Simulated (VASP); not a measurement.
# Cs7CdSn8I24 (a cell with a defect) in VASP: a series of runs, part 2 of 2

VASP 6.6.1.

### 3 Single point, PBEsol

Contents of INCAR:

```
ALGO = Normal
EDIFF = 1E-6
ENCUT = 400
GGA = PS
GGA_COMPAT = False
ISIF = 2
ISMEAR = -1
ISYM = -1
LASPH = True
LCHARG = True
LELF = True
LREAL = Auto
LVHAR = True
LWAVE = False
NBANDS = 204
NELECT = 354.0
NELM = 120
PREC = Accurate
SIGMA = 0.05
```

Contents of KPOINTS:

```
explicit points
1
Reciprocal
  0.25000000   0.25000000   0.25000000 1
```

Contents of POSCAR:

```
Cs7CdSn8I24
1.0
   12.3144620000      0.0000000000      0.0000000000
    0.0000000000     12.3144620000      0.0000000000
    0.0000000000      0.0000000000     12.3144620000
Cs Cd Sn I
7 1 8 24
Direct
    0.9876240000      0.9943130000      0.9988380000
    0.9751100000      0.9727270000      0.4976330000
    0.9776970000      0.5205940000      0.0000350000
    0.9816150000      0.5197990000      0.4982380000
    0.5137260000      0.9822460000      0.9994190000
    0.5246040000      0.9754380000      0.5012150000
    0.5303360000      0.5306160000      0.9996840000
    0.3681210000      0.3671970000      0.5002570000
    0.2471220000      0.2462030000      0.2417710000
    0.2456800000      0.2463710000      0.7592040000
    0.2579890000      0.7563400000      0.2540060000
    0.2571980000      0.7545160000      0.7506510000
    0.7549890000      0.2573410000      0.2526430000
    0.7553840000      0.2575180000      0.7487050000
    0.7550780000      0.7545340000      0.2502380000
    0.7546810000      0.7546840000      0.7487730000
    0.3011520000      0.2944250000      0.0015220000
    0.1980830000      0.2043890000      0.5032980000
    0.2520080000      0.7004390000      0.9986360000
    0.2524690000      0.8066240000      0.4984210000
    0.7015770000      0.2491360000      0.9996390000
    0.8070680000      0.2535870000      0.4994380000
    0.7595460000      0.7630310000      0.9993610000
    0.7534320000      0.7495840000      0.4994970000
    0.9995350000      0.2628340000      0.2005990000
    0.9991540000      0.2586160000      0.8030230000
    0.0063260000      0.7465810000      0.2522160000
    0.0061240000      0.7540420000      0.7477100000
    0.4938930000      0.2553000000      0.3252400000
    0.4940640000      0.2639750000      0.6737300000
    0.5054170000      0.7649970000      0.2401800000
    0.5053230000      0.7602790000      0.7582100000
    0.2510450000      0.9996950000      0.1985800000
    0.2566980000      0.9998410000      0.8007250000
    0.2696360000      0.4948010000      0.3255400000
    0.2628800000      0.4952580000      0.6768250000
    0.7562680000      0.0060020000      0.2538980000
    0.7535320000      0.0063500000      0.7449270000
    0.7543500000      0.5055170000      0.2389160000
    0.7594980000      0.5054250000      0.7594430000
```

Potentials or basis: VASP PAW PBE potentials, release 64 (Cs_sv, Cd, Sn_d, I).

On the command line:

```bash
$ cat potpaw_PBE.64/Cs_sv/POTCAR potpaw_PBE.64/Cd/POTCAR potpaw_PBE.64/Sn_d/POTCAR potpaw_PBE.64/I/POTCAR > POTCAR
$ mpirun -np 1 vasp_std > vasp.out
```

OUTCAR:

```text
EDIFF = 1E-6
   ENCUT = 400
   GGA = PS
   ISIF = 2
   ISMEAR = -1
   ISYM = -1
   LASPH = True
   LREAL = Auto
   NELECT = 354.0
   NELM = 120
   PREC = Accurate

 ion  position               nearest neighbor table
   1  0.988  0.994  0.999-
   2  0.975  0.973  0.498-
   3  0.978  0.521  0.000-
   4  0.982  0.520  0.498-
   5  0.514  0.982  0.999-
   6  0.525  0.975  0.501-
   7  0.530  0.531  1.000-
   8  0.368  0.367  0.500-  18 2.90  35 2.93  30 2.93  36 2.98  29 2.99
   9  0.247  0.246  0.242-  33 3.08  17 3.09  25 3.10  29 3.21  35 3.24  18 3.32
  10  0.246  0.246  0.759-  34 3.08  26 3.09  17 3.12  36 3.24  30 3.24  18 3.25
  11  0.258  0.756  0.254-  31 3.05  20 3.07  33 3.07  27 3.10  19 3.22  35 3.34
  12  0.257  0.755  0.751-  32 3.06  34 3.08  28 3.09  19 3.13  20 3.17  36 3.32
  13  0.755  0.257  0.253-  39 3.06  25 3.08  37 3.10  22 3.11  21 3.19  29 3.34
  14  0.755  0.258  0.749-  40 3.06  26 3.08  38 3.09  22 3.14  21 3.16  30 3.35
  15  0.755  0.755  0.250-  39 3.07  24 3.07  31 3.08  23 3.09  27 3.10  37 3.10
  16  0.755  0.755  0.749-  24 3.07  40 3.07  32 3.07  23 3.09  28 3.10  38 3.10
  17  0.301  0.294  0.002-   9 3.09  10 3.12
  18  0.198  0.204  0.503-   8 2.90  10 3.25   9 3.32
  19  0.252  0.700  0.999-  12 3.13  11 3.22
  20  0.252  0.807  0.498-  11 3.07  12 3.17
  21  0.702  0.249  1.000-  14 3.16  13 3.19
  22  0.807  0.254  0.499-  13 3.11  14 3.14
  23  0.760  0.763  0.999-  16 3.09  15 3.09
  24  0.753  0.750  0.499-  15 3.07  16 3.07
  25  1.000  0.263  0.201-  13 3.08   9 3.10
  26  0.999  0.259  0.803-  14 3.08  10 3.09
  27  0.006  0.747  0.252-  15 3.10  11 3.10
  28  0.006  0.754  0.748-  12 3.09  16 3.10
  29  0.494  0.255  0.325-   8 2.99   9 3.21  13 3.34
  30  0.494  0.264  0.674-   8 2.93  10 3.24  14 3.35
  31  0.505  0.765  0.240-  11 3.05  15 3.08
  32  0.505  0.760  0.758-  12 3.06  16 3.07
  33  0.251  1.000  0.199-  11 3.07   9 3.08
  34  0.257  1.000  0.801-  10 3.08  12 3.08
  35  0.270  0.495  0.326-   8 2.93   9 3.24  11 3.34
  36  0.263  0.495  0.677-   8 2.98  10 3.24  12 3.32
  37  0.756  0.006  0.254-  13 3.10  15 3.10
  38  0.754  0.006  0.745-  14 3.09  16 3.10
[... 159 lines left out ...]
   GGA     = PS    functional components
   LHFCALC =     F    Hartree Fock is set to
   AEXX    =    0.0000 exact exchange contribution
   IVDW    =     0    specifies the selected vdW correction
   LEPSILON=     F    determine dielectric tensor
   LRPA    =     F    only Hartree local field effects (RPA)
 non-spin polarized calculation
  energy-cutoff  :      400.00
  volume of cell :     1867.44
 maximum number of plane-waves:     33935
 NGX is ok and might be reduce to    80
   NGX = 41   NGY = 41   NGZ = 41

 number of electron     354.0000003 magnetization

 Free energy of the ion-electron system (eV)
  ---------------------------------------------------
  ext. energy  EPLUGINS =         0.00000000
  ---------------------------------------------------
  free energy    TOTEN  =      -121.14328574 eV

  energy without entropy =     -121.14328562  energy(sigma->0) =     -121.14328568

 E-fermi :   2.4771     XC(G=0):  -7.7073

 val. band max:        1.6133596797   @ k =   0.2500   0.2500   0.2500
 cond. band min:       3.3404069618   @ k =   0.2500   0.2500   0.2500
 fundamental gap:      1.7270472821
 Fermi energy:         2.4770642151

 k-point     1 :       0.2500    0.2500    0.2500
  band No.  band energies     occupation
      1     -19.4427      2.00000
      2     -19.4410      2.00000
      3     -19.4361      2.00000
      4     -19.4338      2.00000
      5     -19.4285      2.00000
      6     -19.4270      2.00000
[... 181 lines left out ...]
    188       4.3288      0.00000
    189       4.4002      0.00000
 [bands above 189 left out]

------------------------ aborting loop because EDIFF is reached ----------------------------------------

  FORCE on cell =-STRESS in cart. coord.  units (eV):
  Direction    XX          YY          ZZ          XY          YZ          ZX
  --------------------------------------------------------------------------------------
  -------------------------------------------------------------------------------------
  Total      -12.2241227    -12.1355551    -16.5893549      0.4510018     -0.5298515     -0.3665647
  in kB      -10.4877410    -10.4117540    -14.2329116      0.3869390     -0.4545885     -0.3144958
  external PRESSURE =     -11.7108022 kB  Pullay stress =       0.0000000 kB

 VOLUME and BASIS-vectors are now :
 -----------------------------------------------------------------------------
  energy-cutoff  :      400.00
  volume of cell :     1867.44
      direct lattice vectors                 reciprocal lattice vectors
    12.314462000  0.000000000  0.000000000     0.081205334  0.000000000  0.000000000
     0.000000000 12.314462000  0.000000000     0.000000000  0.081205334  0.000000000
     0.000000000  0.000000000 12.314462000     0.000000000  0.000000000  0.081205334

 POSITION                                       TOTAL-FORCE (eV/Angst)
 -----------------------------------------------------------------------------------
     12.16206     12.24443     12.30015        -0.003935      0.001686      0.002346
     12.00796     11.97861      6.12808        -0.001781      0.003633      0.000757
     12.03981      6.41084      0.00043         0.003809     -0.001778      0.000156
     12.08806      6.40105      6.13553        -0.002340      0.003105      0.002878
      6.32626     12.09583     12.30731         0.005939     -0.002328      0.003541
      6.46022     12.01199      6.17219        -0.003905      0.005597      0.000001
[... 32 lines left out ...]
      9.28941      6.22517      2.94212         0.008511     -0.001289     -0.000289
      9.35281      6.22404      9.35213        -0.000865      0.003297      0.000813
 -----------------------------------------------------------------------------------
    total drift:                                0.005825     -0.003366     -0.007854

  FREE ENERGIE OF THE ION-ELECTRON SYSTEM (eV)
  ---------------------------------------------------
  free  energy   TOTEN  =      -121.1432857367 eV

  energy  without entropy=     -121.1432856206  energy(sigma->0) =     -121.14328568
```

It took 11 min on 1 thread of Intel Xeon 8259CL, shared host; peak memory 1.1 GiB.

What came out:

```yaml
Free_energy: -121.1433 eV
Largest_force: 0.021 eV/Å
```

Forces on the atoms (eV/Å):
```
Cs  -0.004  0.002  0.002
Cs  -0.002  0.004  0.001
Cs   0.004 -0.002  0.000
Cs  -0.002  0.003  0.003
Cs   0.006 -0.002  0.004
Cs  -0.004  0.006  0.000
Cs  -0.005 -0.003 -0.003
Cd   0.007 -0.004 -0.006
Sn  -0.010  0.000 -0.002
Sn  -0.004  0.009 -0.002
Sn  -0.004 -0.013 -0.002
Sn  -0.007 -0.007 -0.010
Sn  -0.007  0.001 -0.001
Sn   0.004 -0.006 -0.002
Sn   0.001  0.005  0.016
Sn   0.007  0.003 -0.013
I   -0.007  0.000 -0.003
I    0.004  0.000 -0.002
I    0.002  0.004  0.007
I    0.000 -0.002  0.005
I    0.007  0.001  0.002
I   -0.003 -0.003  0.002
I   -0.004 -0.004  0.005
I   -0.002 -0.002  0.002
I    0.013 -0.002  0.003
I   -0.002  0.005 -0.002
I    0.003  0.007 -0.001
I    0.000 -0.004  0.001
I   -0.001  0.007  0.001
I    0.014 -0.010  0.012
I    0.004 -0.004 -0.003
I    0.001  0.003  0.001
I    0.004  0.006  0.000
I   -0.001 -0.001 -0.007
I   -0.011  0.004 -0.007
I   -0.008 -0.004 -0.002
I    0.000  0.003 -0.001
I    0.002  0.001  0.002
I    0.009 -0.001  0.000
I   -0.001  0.003  0.001
```

Caveat: the cell carries a net charge on a neutralising background, which shifts energy and pressure; the cell is charged against a uniform background, so pressure and absolute levels hang on convention; the PAW data sets were made with another functional, which shifts forces and pressure a little; spin-orbit coupling is left out, which moves the levels of the heavy elements.
